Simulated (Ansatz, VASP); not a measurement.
**PW in VASP and in Ansatz**

```
W P
1.0
     0.00000    2.43750    2.43750
     2.43750    0.00000    2.43750
     2.43750    2.43750    0.00000
W P
1 1
Direct
  0.00000 0.00000 0.00000
  0.25000 0.25000 0.25000
```

Change from the starting cell: volume scaled by 0.76, PAW files.

Alike in both runs: task single point; functional LDA; k mesh 12 × 12 × 12; occupations fermi-dirac, width 0.1 eV; no spin polarisation.

|  | VASP | Ansatz |
| --- | --- | --- |
| version | VASP 6.6.1 | Ansatz 0.2.0 |
| potentials or method | VASP PAW LDA potentials, release 64 (W_sv, P) | PAW with Ansatz's default frozen-core files, scalar-relativistic |
| plane-wave cutoff (eV) | 520 | 420 |
| valence electrons in the cell | 19 | 19 |

|  | VASP | Ansatz | Ansatz less VASP |
| --- | --- | --- | --- |
| pressure (GPa) | 76.1 | 75.3 | -0.79 |

LDA's correlation is that of Perdew and Zunger in VASP and of Perdew and Wang (1992) in Ansatz. Both programs put the cell under a high pressure, so it lies far from rest at this level.

Spin-orbit coupling is off throughout. Noted on VASP's run: the cell as given lies far from equilibrium.
